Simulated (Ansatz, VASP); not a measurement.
Two plane-wave programs on Ti

```
Ti
1.0
     0.00000    2.05659    2.05659
     2.05659    0.00000    2.05659
     2.05659    2.05659    0.00000
Ti
1
Cartesian
  0.0000 0.0000 0.0000
```

Alike in both runs: task relaxation of cell and atoms; functional PBE; k mesh 18 × 18 × 18; occupations fermi-dirac, width 0.08 eV; no spin polarisation.

|  | VASP | Ansatz |
| --- | --- | --- |
| version | VASP 6.6.1 | Ansatz 0.2.0 |
| potentials or method | VASP PAW PBE potentials, release 64 (Ti_sv) | PAW with Ansatz's default frozen-core files, scalar-relativistic |
| plane-wave cutoff (eV) | 600 | 420 |
| valence electrons in the cell | 12 | 12 |

|  | VASP | Ansatz | Ansatz less VASP |
| --- | --- | --- | --- |
| relaxed volume (Å³/atom) | 17.36 | 17.41 | +0.042 |
| relaxed length of the cell vector where the two differ most in proportion (Å) | 2.907 | 2.909 | +0.0023 |
